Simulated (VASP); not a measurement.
# Ni (Im-3m) in VASP: a series of runs

Ni is run at these levels: PBE; tasks: single point.

All numbers are computed with VASP 6.6.1; they aren't measurements. Logs are shortened: lines on timing, memory, paths and dates and some standing lists are left out, and cuts for length are marked.

**1. The cell of the first run**

The structure is cubic, space group Im-3m (No. 229). The conventional cell has a = 2.873 Å, b = 2.873 Å, c = 2.873 Å, α = 90.00°, β = 90.00°, γ = 90.00°. Within 3.3 Å of Ni (site symmetry m-3m) lie 14 Ni at 2.49 to 2.87 Å.

**2. Single point, PBE, collinear spin, ferromagnetic start (volume scaled by 1.08)**

Contents of INCAR:

```
ALGO = Normal
EDIFF = 1E-6
ENCUT = 600
GGA = PE
GGA_COMPAT = F
ISIF = 2
ISMEAR = -1
ISPIN = 2
LASPH = T
LCHARG = T
LELF = T
LMAXMIX = 4
LORBIT = 11
LREAL = F
LVHAR = T
LWAVE = F
MAGMOM = 0.592
NBANDS = 15
NELM = 200
PREC = Accurate
SIGMA = 0.05
```

Contents of KPOINTS:

```
k-points
0
Gamma
  18 18 18
```

Contents of POSCAR:

```
Ni
1.0
   -1.4367190211      1.4367190211      1.4367190211
    1.4367190211     -1.4367190211      1.4367190211
    1.4367190211      1.4367190211     -1.4367190211
Ni
1
Direct
    0.0000000000      0.0000000000      0.0000000000
```

Potentials or basis: VASP PAW PBE potentials, release 64 (Ni).

Started as:

```console
$ cat potpaw_PBE.64/Ni/POTCAR > POTCAR
$ mpirun -np 1 vasp_std > vasp.out
```

OUTCAR:

```text
EDIFF = 1E-6
   ENCUT = 600
   GGA = PE
   ISIF = 2
   ISMEAR = -1
   ISPIN = 2
   LASPH = T
   LORBIT = 11
   LREAL = F
   NELM = 200
   PREC = Accurate

 ion  position               nearest neighbor table
   1  0.000  0.000  0.000-

  LATTYP: Found a body centered cubic cell.
 ALAT       =     2.8734380422

  Lattice vectors:

 A1 = (  -1.4367190211,   1.4367190211,   1.4367190211)
 A2 = (   1.4367190211,  -1.4367190211,   1.4367190211)
 A3 = (   1.4367190211,   1.4367190211,  -1.4367190211)

Analysis of symmetry for initial positions (statically):
=====================================================================
 Subroutine PRICEL returns:
 Original cell was already a primitive cell.

 Routine SETGRP: Setting up the symmetry group for a
 body centered cubic supercell.

 Subroutine GETGRP returns: Found 48 space group operations
 (whereof 48 operations were pure point group operations)
 out of a pool of 48 trial point group operations.

The static configuration has the point symmetry O_h .

Analysis of symmetry for dynamics (positions and initial velocities):
=====================================================================
 Subroutine PRICEL returns:
 Original cell was already a primitive cell.

 Routine SETGRP: Setting up the symmetry group for a
 body centered cubic supercell.

 Subroutine GETGRP returns: Found 48 space group operations
 (whereof 48 operations were pure point group operations)
 out of a pool of 48 trial point group operations.

The dynamic configuration has the point symmetry O_h .

Analysis of structural, dynamic, and magnetic symmetry:
=====================================================================
 Subroutine PRICEL returns:
 Original cell was already a primitive cell.

 Routine SETGRP: Setting up the symmetry group for a
 body centered cubic supercell.

 Subroutine GETGRP returns: Found 48 space group operations
 (whereof 48 operations were pure point group operations)
 out of a pool of 48 trial point group operations.

The overall configuration has the point symmetry O_h .

 Subroutine INISYM returns: Found 48 space group operations
 (whereof 48 operations are pure point group operations),
 and found     1 'primitive' translations

----------------------------------------------------------------------------------------

                                     Primitive cell

  volume of cell :      11.8625

  direct lattice vectors                    reciprocal lattice vectors
    -1.436719021  1.436719021  1.436719021     0.000000000  0.348015160  0.348015160
     1.436719021 -1.436719021  1.436719021     0.348015160  0.000000000  0.348015160
     1.436719021  1.436719021 -1.436719021     0.348015160  0.348015160  0.000000000

  length of vectors
     2.488470341  2.488470341  2.488470341     0.492167759  0.492167759  0.492167759

  position of ions in fractional coordinates (direct lattice)
     0.000000000  0.000000000  0.000000000

  ion indices of the primitive-cell ions
   primitive index   ion index
                 1           1

----------------------------------------------------------------------------------------

 KPOINTS: k-points

Automatic generation of k-mesh.
 Grid dimensions read from file:
 generate k-points for:   18   18   18

 Generating k-lattice:

  Cartesian coordinates                     Fractional coordinates (reciprocal lattice)
     0.000000000  0.019334176  0.019334176     0.055555556  0.000000000  0.000000000
     0.019334176  0.000000000  0.019334176     0.000000000  0.055555556  0.000000000
     0.019334176  0.019334176  0.000000000     0.000000000  0.000000000  0.055555556

  Length of vectors
     0.027342653  0.027342653  0.027342653

  Shift w.r.t. Gamma in fractional coordinates (k-lattice)
     0.000000000  0.000000000  0.000000000

 Subroutine IBZKPT returns following result:
 ===========================================

 Found    195 irreducible k-points:

 Following reciprocal coordinates:
            Coordinates               Weight
  0.000000  0.000000  0.000000      1.000000
  0.055556  0.000000  0.000000     12.000000
  0.111111  0.000000  0.000000     12.000000
  0.166667  0.000000  0.000000     12.000000
  0.222222  0.000000  0.000000     12.000000
  0.277778  0.000000  0.000000     12.000000
[... 16 lines left out ...]
  0.333333  0.111111 -0.000000     48.000000
  0.388889  0.111111  0.000000     48.000000
 [... further k-points ...]
   k-points           NKPTS =    195   k-points in BZ     NKDIM =    195   number of bands    NBANDS=     15
   number of dos      NEDOS =    301   number of ions     NIONS =      1
   total plane-waves  NPLWV =   8000
   dimension x,y,z NGX =    20 NGY =   20 NGZ =   20
   dimension x,y,z NGXF=    40 NGYF=   40 NGZF=   40
   ions per type =               1
   NGX,Y,Z   is equivalent  to a cutoff of  13.36, 13.36, 13.36 a.u.
   NGXF,Y,Z  is equivalent  to a cutoff of  26.72, 26.72, 26.72 a.u.
 SYSTEM =  unknown system
   PREC   = accura    normal or accurate (medium, high low for compatibility)
   ISTART =      0    job   : 0-new  1-cont  2-samecut
   ICHARG =      2    charge: 1-file 2-atom 10-const
   ISPIN  =      2    spin polarized calculation?
   LNONCOLLINEAR =      F non collinear calculations
   LSORBIT =      F    spin-orbit coupling
   LASPH  =      T    aspherical Exc in radial PAW
   ENCUT  =  600.0 eV  44.10 Ry    6.64 a.u.   4.97  4.97  4.97*2*pi/ulx,y,z
   NELM   =    200;   NELMIN=  2; NELMDL= -5     # of ELM steps
   EDIFF  = 0.1E-05   stopping-criterion for ELM
   LREAL  =      F    real-space projection
   EDIFFG = 0.1E-04   stopping-criterion for IOM
   NSW    =      0    number of steps for IOM
   IBRION =     -1    ionic relax: 0-MD 1-quasi-New 2-CG
   NFREE  =      0    steps in history (QN), initial steepest desc. (CG)
   ISIF   =      2    stress and relaxation
   ISYM   =      2    0-nonsym 1-usesym 2-fastsym
   POTIM  = 0.5000    time-step for ionic-motion
   TEBEG  =    0.0;   TEEND  =   0.0 temperature during run
   PSTRESS=    0.0 pullay stress
   NELECT =      10.0000    total number of electrons
   NUPDOWN=      -1.0000    fix difference up-down
   EMIN   =  10.00;   EMAX   =-10.00  energy-range for DOS
   EFERMI =   0.00;   METHOD = LEGACY
   ISMEAR =    -1;   SIGMA  =   0.05  broadening in eV -4-tet -1-fermi 0-gaus
   EFERMI_NEDOS =   21; number of points for ismear=-14 and -15
   IALGO  =     38    algorithm
   IMIX   =      4    mixing-type and parameters
     AMIX     =   0.40;   BMIX     =  1.00
     AMIX_MAG =   1.60;   BMIX_MAG =  1.00
  volume/ion in A,a.u.               =      11.86        80.05
  Fermi-wavevector in a.u.,A,eV,Ry     =   1.546499  2.922459 32.540501  2.391659
  Thomas-Fermi vector in A             =   2.651726
   LORBIT       =     11    0 simple, 1 ext, 2 COOP (PROOUT), +10 PAW based schemes
   GGA     = PE    functional components
   LHFCALC =     F    Hartree Fock is set to
   AEXX    =    0.0000 exact exchange contribution
   IVDW    =     0    specifies the selected vdW correction
   LEPSILON=     F    determine dielectric tensor
   LRPA    =     F    only Hartree local field effects (RPA)
 spin polarized calculation
  energy-cutoff  :      600.00
  volume of cell :       11.86
 maximum number of plane-waves:       410
   NGX =  9   NGY =  9   NGZ =  9

 number of electron      10.0000013 magnetization       0.5868562

 Free energy of the ion-electron system (eV)
  ---------------------------------------------------
  ext. energy  EPLUGINS =         0.00000000
  ---------------------------------------------------
  free energy    TOTEN  =        -5.34661153 eV

  energy without entropy =       -5.33192798  energy(sigma->0) =       -5.33926975

 E-fermi :   8.1018     XC(G=0): -12.7479

 val. band max:        8.0969549977   @ k =  -0.2778   0.5000   0.0556
 cond. band min:       8.1022432113   @ k =  -0.4444   0.4444   0.3889
 fundamental gap:      0.0052882136
 Fermi energy:         8.1018356214

 spin component 1

 k-point     1 :       0.0000    0.0000    0.0000
  band No.  band energies     occupation
      1      -0.2180      1.00000
      2       5.9824      1.00000
      3       5.9824      1.00000
      4       5.9824      1.00000
      5       7.2506      1.00000
      6       7.2506      1.00000
      7      33.6515      0.00000
      8      33.6515      0.00000
      9      33.6515      0.00000
     10      37.9908      0.00000
     11      37.9908      0.00000
     12      38.1699      0.00000
     13      38.1699      0.00000
     14      38.1699      0.00000
     15      39.3496      0.00000

 k-point     2 :       0.0556    0.0000    0.0000
  band No.  band energies     occupation
      1      -0.0980      1.00000
      2       5.9573      1.00000
      3       5.9813      1.00000
      4       6.0334      1.00000
      5       7.2250      1.00000
      6       7.2525      1.00000
      7      32.5079      0.00000
      8      33.3849      0.00000
      9      33.4313      0.00000
     10      36.5966      0.00000
     11      36.6530      0.00000
     12      36.6948      0.00000
     13      38.6667      0.00000
     14      39.8038      0.00000
     15      40.0616      0.00000
[... 365 lines left out ...]
      3       6.2893      1.00000
      4       7.1033      1.00000
      5       7.4349      1.00000
      6       8.4621      0.00074
      7      16.8171      0.00000
      8      23.8701      0.00000
      9      27.1188      0.00000
     10      32.4837      0.00000
     11      36.6621      0.00000
     12      39.5298      0.00000
     13      45.2604      0.00000
     14      49.4044      0.00000
     15      50.3351      0.00000

 k-point    24 :       0.3889    0.1111    0.0000
  band No.  band energies     occupation
      1       4.1059      1.00000
      2       5.2399      1.00000
      3       6.6546      1.00000
      4       7.1421      1.00000
      5       7.5227      0.99999
      6       9.2733      0.00000
      7      14.9012      0.00000
      8      23.4757      0.00000
      9      26.6651      0.00000
     10      32.3436      0.00000
     11      36.5952      0.00000
     12      40.3862      0.00000
     13      45.2589      0.00000
     14      48.9937      0.00000
     15      53.3671      0.00000

 [... further k-points ...]

 spin component 2

 k-point     1 :       0.0000    0.0000    0.0000
  band No.  band energies     occupation
      1      -0.2403      1.00000
      2       6.6965      1.00000
      3       6.6965      1.00000
      4       6.6965      1.00000
      5       7.7628      0.99886
      6       7.7628      0.99886
      7      33.5304      0.00000
      8      33.5304      0.00000
      9      33.5304      0.00000
     10      37.9042      0.00000
     11      37.9042      0.00000
     12      38.3553      0.00000
     13      38.3553      0.00000
     14      38.3553      0.00000
     15      39.4980      0.00000

 k-point     2 :       0.0556    0.0000    0.0000
  band No.  band energies     occupation
      1      -0.1202      1.00000
      2       6.6692      1.00000
      3       6.6938      1.00000
      4       6.7495      1.00000
      5       7.7359      0.99934
      6       7.7650      0.99882
      7      32.4279      0.00000
      8      33.2719      0.00000
      9      33.3340      0.00000
     10      36.7268      0.00000
     11      36.7704      0.00000
     12      36.7935      0.00000
     13      38.6184      0.00000
     14      39.9308      0.00000
     15      40.1207      0.00000
[... 365 lines left out ...]
      3       6.6613      1.00000
      4       7.6987      0.99968
      5       7.9961      0.89230
      6       9.0502      0.00000
      7      17.0249      0.00000
      8      23.9406      0.00000
      9      27.1676      0.00000
     10      32.5227      0.00000
     11      36.7234      0.00000
     12      39.5348      0.00000
     13      45.2833      0.00000
     14      49.4907      0.00000
     15      50.3706      0.00000

 k-point    24 :       0.3889    0.1111    0.0000
  band No.  band energies     occupation
      1       4.4745      1.00000
      2       5.8853      1.00000
      3       7.0214      1.00000
      4       7.7322      0.99938
      5       8.1176      0.42164
      6       9.6768      0.00000
      7      15.1818      0.00000
      8      23.5445      0.00000
      9      26.7059      0.00000
     10      32.3928      0.00000
     11      36.6613      0.00000
     12      40.3598      0.00000
     13      45.3579      0.00000
     14      48.9947      0.00000
     15      53.4212      0.00000

 [... further k-points ...]
[... 5 lines left out ...]
  --------------------------------------------------------------------------------------
  -------------------------------------------------------------------------------------
  Total       -0.9010309     -0.9010309     -0.9010309     -0.0000000      0.0000000     -0.0000000
  in kB     -121.6955585   -121.6955585   -121.6955585     -0.0000000      0.0000000     -0.0000000
  external PRESSURE =    -121.6955585 kB  Pullay stress =       0.0000000 kB

 VOLUME and BASIS-vectors are now :
 -----------------------------------------------------------------------------
  energy-cutoff  :      600.00
  volume of cell :       11.86
      direct lattice vectors                 reciprocal lattice vectors
    -1.436719021  1.436719021  1.436719021     0.000000000  0.348015160  0.348015160
     1.436719021 -1.436719021  1.436719021     0.348015160  0.000000000  0.348015160
     1.436719021  1.436719021 -1.436719021     0.348015160  0.348015160  0.000000000

 POSITION                                       TOTAL-FORCE (eV/Angst)
 -----------------------------------------------------------------------------------
      0.00000      0.00000      0.00000         0.000000      0.000000     -0.000000
 -----------------------------------------------------------------------------------
    total drift:                                0.000000      0.000000      0.000000

  FREE ENERGIE OF THE ION-ELECTRON SYSTEM (eV)
  ---------------------------------------------------
  free  energy   TOTEN  =        -5.3466115266 eV

  energy  without entropy=       -5.3319279833  energy(sigma->0) =       -5.33926975

 total charge

# of ion       s       p       d       tot
------------------------------------------
    1        0.458   0.418   8.300   9.175

 magnetization (x)

# of ion       s       p       d       tot
------------------------------------------
    1       -0.005  -0.017   0.624   0.602
```

Wall time 65 s (1 thread of Intel Xeon 6975P-C, shared host); peak memory 0.18 GiB.

What came out:

| Quantity | Value |
| --- | --- |
| Free energy | -5.3466 eV |
| Pressure | -12.2 GPa |
| Net moment | 0.59 μB per cell |
| Site moments | Ni +0.60 μB |
| Valence electrons inside the program's atomic spheres | Ni 9.18 |

(Part 1 of 2 ends here.)
